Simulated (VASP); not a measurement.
# K: single point with LDA

K:

```
K
1.0
     4.32160    0.00000    0.00000
    -2.16080    3.74261    0.00000
     0.00000    0.00000    7.03688
K
2
Direct
  0.33333 0.66667 0.25000
  0.66667 0.33333 0.75000
```

This cell differs from its parent crystal: volume scaled by 0.88.

```json
{"Program": "VASP 6.6.1", "Task": "single point", "Functional": "LDA", "Potentials or basis": "VASP PAW LDA potentials, release 64 (K_sv)", "Cutoff": "520 eV", "k mesh": "9 × 9 × 5", "Occupations": "fermi-dirac, width 0.1 eV", "Spin": "no spin polarisation", "Dipole correction": "no", "Further INCAR settings": "ALGO = Normal; EDIFF = 1e-06; NBANDS = 16"}
```

```json
{"Pressure": "0.7 GPa", "Band gap on the k mesh": "zero (band 9 reaches 1.42 eV, above the bottom of band 10 at -1.00 eV)"}
```

Stress tensor (GPa, compression positive):
```
0.63 0.00 0.00
0.00 0.63 0.00
0.00 0.00 0.76
```

Levels at points of the mesh, in eV from the Fermi level:
```
           k point  band 5  band 6  band 7  band 8  band 9  band 10  band 11  band 12  band 13  band 14
(0.00, 0.00, 0.00)  -15.38  -15.35  -15.35  -15.35   -2.57     0.24     0.74     4.16     4.16     4.25
```

Wall time 34 s on 1 thread of Intel(R) Xeon(R) Platinum 8259CL CPU @ 2.50GHz (Skylake/Cascade Lake) (shared host), peak memory 0.21 GiB.
